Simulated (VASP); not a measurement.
## I: single point with LDA

I:

```
I
1.0
     3.20402    0.00000    0.00000
     0.00000    3.20402    0.00000
     0.00000    0.00000    3.20402
I
1
Direct
  0.00000 0.00000 0.00000
```

```yaml
Program: VASP 6.6.1
Task: single point
Functional: LDA
Potentials_or_basis: VASP PAW LDA potentials, release 64 (I)
Cutoff: 520 eV
k_mesh: 13 × 13 × 13
Occupations: fermi-dirac, width 0.05 eV
Spin: no spin polarisation
```

```yaml
Pressure: 6.1 GPa
Band_gap_on_the_k_mesh: zero (an odd number of electrons rules out a gap without spin polarisation)
```

Levels at points of the mesh, in eV from the Fermi level:
```
           k point  band 2  band 3  band 4  band 5  band 6  band 7
(0.00, 0.00, 0.00)   -0.27   -0.27   -0.27    5.46    5.84    5.84
```

Wall time 16 s on 1 thread of Intel Xeon 8259CL, on a shared host, peak memory 0.14 GiB.

Caveat: the cell stands under pressure; spin-orbit coupling is left out, which moves the levels of the heavy elements; an odd number of electrons without spin polarisation forces a metal; a magnetic or distorted state may lie lower.
